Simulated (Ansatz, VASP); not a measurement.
One calculation of CaS, two programs

```xyz
2
Lattice="0.0000 2.7948 2.7948 2.7948 0.0000 2.7948 2.7948 2.7948 0.0000" Properties=species:S:1:pos:R:3 pbc="T T T"
Ca    0.0000    0.0000    0.0000
S     2.7948    2.7948    2.7948
```

Alike in both runs: task single point; functional PBE; k mesh 7 × 7 × 7; occupations fermi-dirac, width 0.01 eV; no spin polarisation.

```csv
,VASP,Ansatz
version,VASP 6.6.1,Ansatz 0.2.0
potentials or method,"VASP PAW PBE potentials, release 64 (Ca_sv, S), cutoff 500 eV","all-electron LAPW, scalar-relativistic"
```

```csv
,VASP,Ansatz,Ansatz less VASP
gap on the k mesh at the Fermi level (eV),2.29,2.30,+0.007
pressure (GPa),4.4,4.2,-0.21
```

Ansatz ran all-electron here, and VASP with PAW potentials.
